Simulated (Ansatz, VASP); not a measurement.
## One calculation of Ni, two programs

```
CELL_PARAMETERS angstrom
0.00000 1.73306 1.73306
1.73306 0.00000 1.73306
1.73306 1.73306 0.00000
ATOMIC_POSITIONS crystal
Ni 0.00000 0.00000 0.00000
```

Alike in both runs: functional r2SCAN; k mesh 15 × 15 × 15; occupations fermi-dirac, width 0.1 eV; no spin polarisation.

Ansatz relaxed the structure, and its values are those at the end. VASP's run is a single point on that final structure, the one shown.

|  | VASP | Ansatz |
| --- | --- | --- |
| version | VASP 6.6.1 | Ansatz 0.2.0 |
| potentials or method | VASP PAW PBE potentials, release 64 (Ni), cutoff 520 eV | plane waves (500 eV) with PAW, scalar-relativistic |
| valence electrons in the cell | 10 | 18 |

|  | VASP | Ansatz | Ansatz less VASP |
| --- | --- | --- | --- |
| pressure (GPa) | 0.6 | 0.0 | -0.61 |

VASP's potentials were made for PBE, not for r2SCAN. VASP's potentials hold 10 valence electrons a cell and Ansatz's 18, so a difference there can come from the potentials and not from the codes.
